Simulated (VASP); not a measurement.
Write the native input for VASP 6.6.1 that does the following.

- Task: single point
- Functional: LDA
- Potentials or basis: VASP PAW PBE potentials, release 64 (Eu)
- Cutoff: 520 eV
- k mesh: 11 × 11 × 11
- Occupations: gaussian, width 0.01 eV
- Spin: collinear spin, ferromagnetic start
- Starting moments: [6.925] μB
- Dipole correction: no
- Further INCAR settings: ALGO = Normal; EDIFF = 1e-06; NBANDS = 18

The structure of Eu lies in POSCAR:

```
Eu
1.0
   -2.0544259245      2.0544259245      2.0544259245
    2.0544259245     -2.0544259245      2.0544259245
    2.0544259245      2.0544259245     -2.0544259245
Eu
1
Direct
    0.0000000000      0.0000000000      0.0000000000
```

One way to write it, as run:

INCAR

```
PREC = Accurate
ENCUT = 520
EDIFF = 1E-6
ISMEAR = 0
SIGMA = 0.01
LREAL = F
LASPH = T
NELM = 150
ALGO = Normal
ISIF = 2
LWAVE = F
LCHARG = F
ISPIN = 2
MAGMOM = 6.925
LORBIT = 11
LMAXMIX = 6
GGA = CA
NBANDS = 18
```

KPOINTS

```
regular mesh
0
Gamma
  11 11 11
```

Potentials or basis: VASP PAW PBE potentials, release 64 (Eu).

The run is started by

```console
$ cat potpaw_PBE.64/Eu/POTCAR > POTCAR
$ mpirun -np 1 vasp_std > vasp.out
```

It gave:

```json
{
  "Pressure": "-0.4 GPa",
  "Net moment": "7.08 μB per cell",
  "Site moments": "Eu +6.62 μB",
  "Valence electrons inside the program's atomic spheres": "Eu 14.72"
}
```

Caveat: the PAW data sets were made with another functional, which shifts forces and pressure a little.

Run time: 60 s on 1 thread of Intel(R) Xeon(R) 6975P-C (Granite Rapids), on a shared host, peak memory 0.2 GiB.
